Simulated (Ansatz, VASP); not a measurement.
## Two plane-wave programs on NaI

Contents of INCAR:

```
PREC = Accurate
ENCUT = 520
EDIFF = 1E-7
ISMEAR = -1
SIGMA = 0.05
LREAL = F
LASPH = T
NELM = 80
ALGO = Normal
ISIF = 2
LWAVE = F
LCHARG = F
GGA = CA
NBANDS = 14
```

KPOINTS

```
Automatic mesh
0
Gamma
  6 6 6
```

File POSCAR:

```
NaI
1.0
    0.0000000000      3.2998749385      3.2998749385
    3.2998749385      0.0000000000      3.2998749385
    3.2998749385      3.2998749385      0.0000000000
I Na
1 1
Direct
    0.5000000000      0.5000000000      0.5000000000
    0.0000000000      0.0000000000      0.0000000000
```

input.yaml

```yaml
crystal:
  lattice:
    - [0.0, 3.2998749385, 3.2998749385]
    - [3.2998749385, 0.0, 3.2998749385]
    - [3.2998749385, 3.2998749385, 0.0]
  atoms:
    - { symbol: I, position: [0.5, 0.5, 0.5] }
    - { symbol: Na, position: [0.0, 0.0, 0.0] }
hamiltonian:
  xc: lda
  pseudopotentials: { kind: paw }
kpoints:
  mp_grid: { grid: [6, 6, 6] }
scf:
  occupations: { method: fermi_dirac, width: 0.05 }
output:
  forces: true
  stress: true
  eigenvalues: true
  write_density: true
  write_potential: true
  elf: true
  volumetric_format: npy
```

Alike in both runs: task single point; functional LDA; k mesh 6 × 6 × 6; occupations fermi-dirac, width 0.05 eV; no spin polarisation.

|  | VASP | Ansatz |
| --- | --- | --- |
| version | VASP 6.6.1 | Ansatz 0.2.0 |
| potentials or method | VASP PAW LDA potentials, release 64 (I, Na_pv) | Ansatz PAW |
| plane-wave cutoff (eV) | 520 | 420 |
| valence electrons in the cell | 14 | 26 |

VASP gave:

- gap on the k mesh at the Fermi level (eV): 3.20
- least direct gap on the mesh (eV): 3.20
- pressure (GPa): -2.2

Problem. Estimate Ansatz's values.

Solution. gap on the k mesh at the Fermi level (eV): 3.19; least direct gap on the mesh (eV): 3.19; pressure (GPa): -2.3.

LDA's correlation is that of Perdew and Zunger in VASP and of Perdew and Wang (1992) in Ansatz. VASP's potentials hold 14 valence electrons a cell and Ansatz's 26, so a difference there can come from the potentials and not from the codes.

Neither program's run includes spin-orbit coupling.
